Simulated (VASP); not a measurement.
# AlN (P6_3mc) in VASP: further runs

The runs below take AlN through single point, relaxation of cell and atoms, with PBEsol.

Everything below comes from runs of VASP 6.6.1. Logs are shortened: lines on timing, memory, paths and dates and some standing lists are left out, and cuts for length are marked.

### 1 The cell of the first run

It takes space group P6_3mc (No. 186, hexagonal). Conventional cell: a = 3.114 Å, b = 3.114 Å, c = 4.984 Å, α = 90.00°, β = 90.00°, γ = 120.00°. Within 2.5 Å of Al (site symmetry 3m) lie 4 N at 1.89 to 1.90 Å. N (site symmetry 3m) has 4 Al at 1.89 to 1.90 Å within 2.5 Å.

### 2 Single point, PBEsol

File INCAR:

```
PREC = Accurate ; ENCUT = 520
EDIFF = 1E-7 ; ISMEAR = 0
SIGMA = 0.02 ; LREAL = False
LASPH = True ; NELM = 80
ALGO = Normal ; ISIF = 2
LWAVE = False ; LCHARG = False
GGA = PS ; NBANDS = 16
```

File KPOINTS:

```
Automatic mesh
0
Gamma
  9 9 6
```

File POSCAR:

```
AlN
1.0
    3.1138285055      0.0000000000      0.0000000000
   -1.5569142528      2.6966545888      0.0000000000
    0.0000000000      0.0000000000      4.9836451172
Al N
2 2
Direct
    0.3333333333      0.6666666667      0.0000076004
    0.6666666667      0.3333333333      0.5000076004
    0.3333333333      0.6666666667      0.3819923996
    0.6666666667      0.3333333333      0.8819923996
```

Potentials or basis: VASP PAW PBE potentials, release 64 (Al, N).

Launch:

```console
$ cat potpaw_PBE.64/Al/POTCAR potpaw_PBE.64/N/POTCAR > POTCAR
$ mpirun -np 1 vasp_std > vasp.out
```

OUTCAR:

```text
PREC = Accurate
   ENCUT = 520
   EDIFF = 1E-7
   ISMEAR = 0
   LREAL = False
   LASPH = True
   NELM = 80
   ISIF = 2
   GGA = PS

 ion  position               nearest neighbor table
   1  0.333  0.667  0.000-   4 1.89   4 1.89   4 1.89   3 1.90   2 3.07   2 3.07   2 3.07   2 3.07
                             2 3.07   2 3.07
   2  0.667  0.333  0.500-   3 1.89   3 1.89   3 1.89   4 1.90   1 3.07   1 3.07   1 3.07   1 3.07
                             1 3.07   1 3.07
   3  0.333  0.667  0.382-   2 1.89   2 1.89   2 1.89   1 1.90
   4  0.667  0.333  0.882-   1 1.89   1 1.89   1 1.89   2 1.90

  LATTYP: Found a hexagonal cell.
 ALAT       =     3.1138285055
 C/A-ratio  =     1.6004879872

  Lattice vectors:

 A1 = (   3.1138285055,   0.0000000000,   0.0000000000)
 A2 = (  -1.5569142528,   2.6966545888,   0.0000000000)
 A3 = (   0.0000000000,   0.0000000000,   4.9836451172)

Analysis of symmetry for initial positions (statically):
=====================================================================
 Subroutine PRICEL returns:
 Original cell was already a primitive cell.

 Routine SETGRP: Setting up the symmetry group for a
 hexagonal supercell.

 Subroutine GETGRP returns: Found 12 space group operations
 (whereof  6 operations were pure point group operations)
 out of a pool of 24 trial point group operations.

The static configuration has the point symmetry C_3v.
 The point group associated with its full space group is C_6v.

Analysis of symmetry for dynamics (positions and initial velocities):
=====================================================================
 Subroutine PRICEL returns:
 Original cell was already a primitive cell.

 Routine SETGRP: Setting up the symmetry group for a
 hexagonal supercell.

 Subroutine GETGRP returns: Found 12 space group operations
 (whereof  6 operations were pure point group operations)
 out of a pool of 24 trial point group operations.

The dynamic configuration has the point symmetry C_3v.
 The point group associated with its full space group is C_6v.

 Subroutine INISYM returns: Found 12 space group operations
 (whereof  6 operations are pure point group operations),
 and found     1 'primitive' translations

----------------------------------------------------------------------------------------

                                     Primitive cell

  volume of cell :      41.8473

  direct lattice vectors                    reciprocal lattice vectors
     3.113828505  0.000000000  0.000000000     0.321148065  0.185414922  0.000000000
    -1.556914253  2.696654589  0.000000000     0.000000000  0.370829844  0.000000000
     0.000000000  0.000000000  4.983645117     0.000000000  0.000000000  0.200656342

  length of vectors
     3.113828505  3.113828506  4.983645117     0.370829844  0.370829844  0.200656342

  position of ions in fractional coordinates (direct lattice)
     0.333333333  0.666666667  0.000007600
     0.666666667  0.333333333  0.500007600
     0.333333333  0.666666667  0.381992400
     0.666666667  0.333333333  0.881992400

  ion indices of the primitive-cell ions
   primitive index   ion index
                 1           1
                 2           2
                 3           3
                 4           4

----------------------------------------------------------------------------------------

 KPOINTS: Automatic mesh

Automatic generation of k-mesh.
 Grid dimensions read from file:
 generate k-points for:    9    9    6

 Generating k-lattice:

  Cartesian coordinates                     Fractional coordinates (reciprocal lattice)
     0.035683118  0.020601658  0.000000000     0.111111111  0.000000000  0.000000000
     0.000000000  0.041203316  0.000000000     0.000000000  0.111111111  0.000000000
     0.000000000  0.000000000  0.033442724     0.000000000  0.000000000  0.166666667

  Length of vectors
     0.041203316  0.041203316  0.033442724

  Shift w.r.t. Gamma in fractional coordinates (k-lattice)
     0.000000000  0.000000000  0.000000000

 Subroutine IBZKPT returns following result:
 ===========================================

 Found     48 irreducible k-points:

 Following reciprocal coordinates:
            Coordinates               Weight
  0.000000  0.000000  0.000000      1.000000
  0.111111  0.000000  0.000000      6.000000
  0.222222  0.000000  0.000000      6.000000
  0.333333  0.000000  0.000000      6.000000
  0.444444  0.000000  0.000000      6.000000
  0.111111  0.111111  0.000000      6.000000
[... 16 lines left out ...]
  0.333333  0.222222  0.166667     24.000000
  0.333333  0.333333  0.166667      4.000000
 [... further k-points ...]
   k-points           NKPTS =     48   k-points in BZ     NKDIM =     48   number of bands    NBANDS=     16
   number of dos      NEDOS =    301   number of ions     NIONS =      4
   total plane-waves  NPLWV =  23040
   dimension x,y,z NGX =    24 NGY =   24 NGZ =   40
   dimension x,y,z NGXF=    48 NGYF=   48 NGZF=   80
   ions per type =               2   2
   NGX,Y,Z   is equivalent  to a cutoff of  12.81, 12.81, 13.34 a.u.
   NGXF,Y,Z  is equivalent  to a cutoff of  25.63, 25.63, 26.69 a.u.
 SYSTEM =  unknown system
   PREC   = accura    normal or accurate (medium, high low for compatibility)
   ISTART =      0    job   : 0-new  1-cont  2-samecut
   ICHARG =      2    charge: 1-file 2-atom 10-const
   ISPIN  =      1    spin polarized calculation?
   LNONCOLLINEAR =      F non collinear calculations
   LSORBIT =      F    spin-orbit coupling
   LASPH  =      T    aspherical Exc in radial PAW
   ENCUT  =  520.0 eV  38.22 Ry    6.18 a.u.   5.79  5.79  9.27*2*pi/ulx,y,z
   NELM   =     80;   NELMIN=  2; NELMDL= -5     # of ELM steps
   EDIFF  = 0.1E-06   stopping-criterion for ELM
   LREAL  =      F    real-space projection
   EDIFFG = 0.1E-05   stopping-criterion for IOM
   NSW    =      0    number of steps for IOM
   IBRION =     -1    ionic relax: 0-MD 1-quasi-New 2-CG
   NFREE  =      0    steps in history (QN), initial steepest desc. (CG)
   ISIF   =      2    stress and relaxation
   ISYM   =      2    0-nonsym 1-usesym 2-fastsym
   POTIM  = 0.5000    time-step for ionic-motion
   TEBEG  =    0.0;   TEEND  =   0.0 temperature during run
   PSTRESS=    0.0 pullay stress
   NELECT =      16.0000    total number of electrons
   NUPDOWN=      -1.0000    fix difference up-down
   EMIN   =  10.00;   EMAX   =-10.00  energy-range for DOS
   EFERMI =   0.00;   METHOD = LEGACY
   ISMEAR =     0;   SIGMA  =   0.02  broadening in eV -4-tet -1-fermi 0-gaus
   EFERMI_NEDOS =   21; number of points for ismear=-14 and -15
   IALGO  =     38    algorithm
   IMIX   =      4    mixing-type and parameters
     AMIX     =   0.40;   BMIX     =  1.00
     AMIX_MAG =   1.60;   BMIX_MAG =  1.00
  volume/ion in A,a.u.               =      10.46        70.60
  Fermi-wavevector in a.u.,A,eV,Ry     =   1.188208  2.245387 19.209224  1.411838
  Thomas-Fermi vector in A             =   2.324342
   LORBIT       =      0    0 simple, 1 ext, 2 COOP (PROOUT), +10 PAW based schemes
   GGA     = PS    functional components
   LHFCALC =     F    Hartree Fock is set to
   AEXX    =    0.0000 exact exchange contribution
   IVDW    =     0    specifies the selected vdW correction
   LEPSILON=     F    determine dielectric tensor
   LRPA    =     F    only Hartree local field effects (RPA)
 non-spin polarized calculation
 Gauss-broadening in eV      SIGMA  =   0.02
  energy-cutoff  :      520.00
  volume of cell :       41.85
 maximum number of plane-waves:      1152
 NGX is ok and might be reduce to    24
   NGX = 11   NGY = 11   NGZ = 19

 number of electron      15.9999997 magnetization

 Free energy of the ion-electron system (eV)
  ---------------------------------------------------
  ext. energy  EPLUGINS =         0.00000000
  ---------------------------------------------------
  free energy    TOTEN  =       -31.31239806 eV

  energy without entropy =      -31.31239806  energy(sigma->0) =      -31.31239806

 E-fermi :   6.1586     XC(G=0): -11.0991

 val. band max:        6.0501127547   @ k =   0.0000   0.0000   0.0000
 cond. band min:      10.1609987317   @ k =   0.0000   0.0000   0.0000
 fundamental gap:      4.1108859770
 Fermi energy:         6.1585702390

 k-point     1 :       0.0000    0.0000    0.0000
  band No.  band energies     occupation
      1      -9.1110      2.00000
      2      -6.9316      2.00000
      3       0.0004      2.00000
      4       5.1720      2.00000
      5       5.1720      2.00000
      6       5.8261      2.00000
[... 8 lines left out ...]
     15      19.0696      0.00000
     16      19.0696      0.00000

 k-point     2 :       0.1111    0.0000    0.0000
  band No.  band energies     occupation
      1      -8.9531      2.00000
      2      -6.8427      2.00000
      3       0.1880      2.00000
      4       4.4604      2.00000
      5       4.9724      2.00000
      6       5.1418      2.00000
[... 8 lines left out ...]
     15      18.9096      0.00000
     16      19.0826      0.00000

 k-point     3 :       0.2222    0.0000    0.0000
  band No.  band energies     occupation
      1      -8.5041      2.00000
      2      -6.6199      2.00000
      3       0.7333      2.00000
      4       2.9475      2.00000
      5       3.8811      2.00000
      6       4.5631      2.00000
[... 8 lines left out ...]
     15      18.1017      0.00000
     16      18.8436      0.00000

 k-point     4 :       0.3333    0.0000    0.0000
  band No.  band energies     occupation
      1      -7.8555      2.00000
      2      -6.4047      2.00000
      3       1.5029      2.00000
      4       1.5746      2.00000
      5       2.6972      2.00000
      6       4.1828      2.00000
[... 8 lines left out ...]
     15      18.0281      0.00000
     16      20.3068      0.00000
[... 324 lines left out ...]
 k-point    22 :       0.2222    0.2222    0.1667
  band No.  band energies     occupation
      1      -7.4424      2.00000
      2      -6.4191      2.00000
      3       1.4128      2.00000
      4       1.6494      2.00000
      5       2.9323      2.00000
      6       3.3605      2.00000
[... 8 lines left out ...]
     15      18.1647      0.00000
     16      20.8732      0.00000

 k-point    23 :       0.3333    0.2222    0.1667
  band No.  band energies     occupation
      1      -6.9137      2.00000
      2      -6.4102      2.00000
      3       0.9985      2.00000
      4       1.6932      2.00000
      5       2.5084      2.00000
      6       3.5352      2.00000
[... 8 lines left out ...]
     15      18.6754      0.00000
     16      20.7304      0.00000

 k-point    24 :       0.3333    0.3333    0.1667
  band No.  band energies     occupation
      1      -6.5660      2.00000
      2      -6.5660      2.00000
      3       1.2826      2.00000
      4       1.8416      2.00000
      5       1.8416      2.00000
      6       3.3207      2.00000
[... 8 lines left out ...]
     15      18.9499      0.00000
     16      21.0083      0.00000

 [... further k-points ...]
[... 5 lines left out ...]
  --------------------------------------------------------------------------------------
  -------------------------------------------------------------------------------------
  Total       -0.0081977     -0.0081977     -0.0060104      0.0000000      0.0000000     -0.0000000
  in kB       -0.3138601     -0.3138601     -0.2301155      0.0000000      0.0000000     -0.0000000
  external PRESSURE =      -0.2859453 kB  Pullay stress =       0.0000000 kB

 VOLUME and BASIS-vectors are now :
 -----------------------------------------------------------------------------
  energy-cutoff  :      520.00
  volume of cell :       41.85
      direct lattice vectors                 reciprocal lattice vectors
     3.113828505  0.000000000  0.000000000     0.321148065  0.185414922  0.000000000
    -1.556914253  2.696654589  0.000000000     0.000000000  0.370829844  0.000000000
     0.000000000  0.000000000  4.983645117     0.000000000  0.000000000  0.200656342

 POSITION                                       TOTAL-FORCE (eV/Angst)
 -----------------------------------------------------------------------------------
     -0.00000      1.79777      0.00004         0.000000     -0.000000     -0.000258
      1.55691      0.89888      2.49186        -0.000000     -0.000000     -0.000258
     -0.00000      1.79777      1.90371         0.000000     -0.000000      0.000258
      1.55691      0.89888      4.39554        -0.000000      0.000000      0.000258
 -----------------------------------------------------------------------------------
    total drift:                               -0.000000      0.000000      0.000484

  FREE ENERGIE OF THE ION-ELECTRON SYSTEM (eV)
  ---------------------------------------------------
  free  energy   TOTEN  =       -31.3123980646 eV

  energy  without entropy=      -31.3123980646  energy(sigma->0) =      -31.31239806
```

It took 46 s on 1 thread of AMD EPYC 7R13 (Zen 3), shared host; peak memory 0.13 GiB.

Results:

* Free energy: -31.3124 eV
* Pressure: 0.0 GPa
* Band gap on the k mesh: 4.11 eV, direct

Caveat: the PAW data sets were made with another functional, which shifts forces and pressure a little. A k mesh can miss the band edges.

### 3 Relaxation of cell and atoms, PBEsol

This run uses another cell than the first one, of 10.65 Å³/atom, 1.018 times its volume.

File INCAR:

```
SYSTEM = AlN
  ALGO = Normal
  EDIFF = 1E-6
  EDIFFG = -0.005
  ENCUT = 600
  GGA = PS
  IBRION = 2
  ISIF = 3
  ISMEAR = 0
  LASPH = .True.
  LCHARG = .False.
  LREAL = .False.
  LWAVE = .False.
  NELM = 80
  NSW = 70
  PREC = Accurate
  SIGMA = 0.02
```

File KPOINTS:

```
k-points
0
Gamma
  9 9 6
  0 0 0
```

File POSCAR:

```
AlN
1.0
    3.1302279165      0.0000000000      0.0000000000
   -1.5651139583      2.7108568953      0.0000000000
    0.0000000000      0.0000000000      5.0181059732
Al N
2 2
Direct
    0.3333333333      0.6666666667      0.0002300922
    0.6666666667      0.3333333333      0.5002300922
    0.3333333333      0.6666666667      0.3817699078
    0.6666666667      0.3333333333      0.8817699078
```

Potentials or basis: VASP PAW PBE potentials, release 64 (Al, N).

Launch:

```console
$ cat potpaw_PBE.64/Al/POTCAR potpaw_PBE.64/N/POTCAR > POTCAR
$ mpirun -np 1 vasp_std > vasp.out
```

It took 2 min on 1 thread of AMD EPYC 7R13 (Zen 3), shared host; peak memory 0.16 GiB.

Results (log left out):

| Property | Result |
| --- | --- |
| Free energy | -31.3168 eV |
| Relaxed volume | 10.45 Å³/atom |
| Relaxed cell | a = 3.113 Å, b = 3.113 Å, c = 4.982 Å, α = 90.00°, β = 90.00°, γ = 120.00° |
| Space group after relaxing (to 0.05 Å) | P6_3mc (No. 186) |
| Energy gained by relaxing | 2.2 meV/atom |
| Ionic steps | 8 |
| Pressure after relaxing | 0.0 GPa |
| Band gap on the k mesh | 4.12 eV, direct |

Step by step:
| step | energy change (eV) | largest force (eV/Å) | pressure (GPa) | volume (Å³) |
| --- | --- | --- | --- | --- |
| 1 | 0.0000 | 0.0022 | -3.60 | 42.58 |
| 2 | -0.0012 | 0.0170 | 3.49 | 41.12 |
| 3 | -0.0086 | 0.0096 | -0.02 | 41.82 |
| 4 | -0.0086 | 0.0097 | 0.05 | 41.80 |
| 5 | -0.0087 | 0.0095 | 0.06 | 41.80 |
| 6 | -0.0087 | 0.0094 | 0.06 | 41.80 |
| 7 | -0.0087 | 0.0067 | -0.05 | 41.82 |
| 8 | -0.0087 | 0.0002 | -0.01 | 41.81 |

Final structure:
```
Al N
1.0
     3.11301    0.00000    0.00000
    -1.55650    2.69594    0.00000
     0.00000    0.00000    4.98214
Al N
2 2
Direct
  0.33333 0.66667 0.00000
  0.66667 0.33333 0.50000
  0.33333 0.66667 0.38200
  0.66667 0.33333 0.88200
```

Levels at points of the mesh, in eV from the valence-band top:
| k point | band 5 | band 6 | band 7 | band 8 | band 9 | band 10 | band 11 | band 12 |
| --- | --- | --- | --- | --- | --- | --- | --- | --- |
| (0.00, 0.00, 0.00) | -0.88 | -0.22 | -0.22 | 0.00 | 4.12 | 6.55 | 10.50 | 11.02 |
| (0.00, 0.00, 0.50) | -0.56 | -0.56 | -0.56 | -0.56 | 6.37 | 6.37 | 10.20 | 10.20 |

Caveat: the PAW data sets were made with another functional, which shifts forces and pressure a little. PBEsol gaps usually lie below the measured ones, often by a third to a half.
